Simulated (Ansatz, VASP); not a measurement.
## TiO2: VASP beside Ansatz

The input POSCAR:

```
TiO2
1.0
   -3.7779444200      0.0000000000      0.0000000000
    0.0000000000     -3.7779444200      0.0000000000
    0.0000000000      0.0000000000      9.5827978520
Ti O
4 8
Direct
    0.0000000000      0.0000000000      0.0000000000
    0.5000000000      0.5000000000      0.5000000000
    0.5000000000      0.0000000000      0.7500000000
    0.0000000000      0.5000000000      0.2500000000
    0.5000000000      0.5000000000      0.7073045408
    1.0000000000      1.0000000000      0.2073045408
    0.5000000000      0.0000000000      0.9573045408
    0.0000000000      0.5000000000      0.4573045408
    0.5000000000      0.0000000000      0.5426954592
    0.0000000000      0.5000000000      0.0426954592
    0.0000000000      0.0000000000      0.7926954592
    0.5000000000      0.5000000000      0.2926954592
```

File INCAR.step1:

```
SYSTEM = TiO2
ALGO = Normal
EDIFF = 1E-4
ENCUT = 520
GGA = PE
ISMEAR = 0
LASPH = .TRUE.
LCHARG = .FALSE.
LREAL = .FALSE.
LWAVE = .TRUE.
NBANDS = 60
NELM = 60
PREC = Accurate
SIGMA = 0.05
```

Contents of INCAR.step2:

```
SYSTEM = TiO2
ALGO = Normal
EDIFF = 1E-7
ENCUT = 520
ISIF = 2
ISMEAR = 0
ISTART = 1
LASPH = .TRUE.
LCHARG = .TRUE.
LELF = .TRUE.
LMIXTAU = .TRUE.
LREAL = .FALSE.
LVHAR = .TRUE.
LWAVE = .FALSE.
METAGGA = R2SCAN
NBANDS = 60
NELM = 60
PREC = Accurate
SIGMA = 0.05
```

Contents of KPOINTS:

```
k-points
0
G
  6 6 3
  0 0 0
```

Input for Ansatz:

```yaml
crystal:
  lattice:
    - [-3.77794442, 0.0, 0.0]
    - [0.0, -3.77794442, 0.0]
    - [0.0, 0.0, 9.582797852]
  atoms:
    - { symbol: Ti, position: [0.0, 0.0, 0.0] }
    - { symbol: Ti, position: [0.5, 0.5, 0.5] }
    - { symbol: Ti, position: [0.5, 0.0, 0.75] }
    - { symbol: Ti, position: [0.0, 0.5, 0.25] }
    - { symbol: O, position: [0.5, 0.5, 0.7073045408] }
    - { symbol: O, position: [1.0, 1.0, 0.2073045408] }
    - { symbol: O, position: [0.5, 0.0, 0.9573045408] }
    - { symbol: O, position: [0.0, 0.5, 0.4573045408] }
    - { symbol: O, position: [0.5, 0.0, 0.5426954592] }
    - { symbol: O, position: [0.0, 0.5, 0.0426954592] }
    - { symbol: O, position: [0.0, 0.0, 0.7926954592] }
    - { symbol: O, position: [0.5, 0.5, 0.2926954592] }
basis:
  ecutwfc: 500
kpoints:
  mp_grid: { grid: [6, 6, 3] }
hamiltonian:
  xc: r2scan
scf:
  occupations: { method: gaussian, width: 0.05 }
output:
  forces: true
  stress: true
  eigenvalues: true
  write_density: true
  write_potential: true
  elf: true
  volumetric_format: npy
```

Alike in both runs: task single point; functional r2SCAN; k mesh 6 × 6 × 3; occupations gaussian, width 0.05 eV; no spin polarisation.

|  | VASP | Ansatz |
| --- | --- | --- |
| version | VASP 6.6.1 | Ansatz 0.2.0 |
| potentials or method | VASP PAW PBE potentials, release 64 (Ti_sv, O), cutoff 520 eV | scalar-relativistic, plane waves, PAW |
| valence electrons in the cell | 96 | 96 |

|  | VASP | Ansatz | Ansatz less VASP |
| --- | --- | --- | --- |
| gap on the k mesh at the Fermi level (eV) | 2.60 | 2.58 | -0.022 |
| least direct gap on the mesh (eV) | 2.68 | 2.65 | -0.028 |
| pressure (GPa) | 1.2 | 0.0 | -1.21 |
| traceless stress, the component that is largest in VASP (GPa) | -0.17 | -0.02 | +0.155 |
| rms of the force components (eV/Å) | 0.014 | 0.002 | -0.0119 |

VASP's potentials were made for PBE, not for r2SCAN. Atom by atom the forces differ by 0.015 eV/Å (rms over components). The functional is the same, so the differences come from potentials, cutoffs and numerics.
